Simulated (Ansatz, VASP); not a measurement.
## Two plane-wave programs on KI

File INCAR:

```
  PREC = Accurate
  ENCUT = 520
  EDIFF = 1E-6
  ISMEAR = 0
  SIGMA = 0.05
  LREAL = False
  LASPH = True
  NELM = 100
  ALGO = Normal
  ISIF = 2
  LWAVE = False
  LCHARG = False
  GGA = PS
  NBANDS = 15
```

File KPOINTS:

```
Automatic mesh
0
Gamma
  6 6 6
```

Contents of POSCAR:

```
KI
1.0
    0.0000000000      3.5245500000      3.3835680000
    3.5245500000      0.0000000000      3.3835680000
    3.5245500000      3.5245500000      0.0000000000
K I
1 1
Direct
    0.0000000000      0.0000000000      0.0000000000
    0.5000000000      0.5000000000      0.5000000000
```

Input for Ansatz:

```yaml
crystal:
  lattice:
    - [0.0, 3.52455, 3.383568]
    - [3.52455, 0.0, 3.383568]
    - [3.52455, 3.52455, 0.0]
  atoms:
    - { symbol: K, position: [0.0, 0.0, 0.0] }
    - { symbol: I, position: [0.5, 0.5, 0.5] }
basis:
  ecutwfc: 420
kpoints:
  mp_grid: { grid: [6, 6, 6] }
hamiltonian:
  xc: pbesol
scf:
  occupations: { method: gaussian, width: 0.05 }
output:
  forces: true
  stress: true
  eigenvalues: true
```

Change from the starting cell: strain -0.0400 x Voigt [0, 0, 1, 0, 0, 0], atoms carried along.

Alike in both runs: task single point; functional PBEsol; k mesh 6 × 6 × 6; occupations gaussian, width 0.05 eV; no spin polarisation.

|  | VASP | Ansatz |
| --- | --- | --- |
| version | VASP 6.6.1 | Ansatz 0.2.0 |
| potentials or method | VASP PAW PBE potentials, release 64 (K_sv, I), cutoff 520 eV | scalar-relativistic, plane waves, PAW |
| valence electrons in the cell | 16 | 26 |

Ansatz gave:

* gap on the k mesh at the Fermi level (eV): 3.91
* least direct gap on the mesh (eV): 3.91
* pressure (GPa): 0.4
* traceless stress, the component that is largest in VASP (GPa): 0.88

Problem. What did VASP give for the same quantities?

Solution. gap on the k mesh at the Fermi level (eV): 3.90; least direct gap on the mesh (eV): 3.90; pressure (GPa): 0.4; traceless stress, the component that is largest in VASP (GPa): 0.89.

VASP's potentials were made for PBE, not for PBEsol. VASP's potentials hold 16 valence electrons a cell and Ansatz's 26, so a difference there can come from the potentials and not from the codes.

Spin-orbit coupling is off throughout.
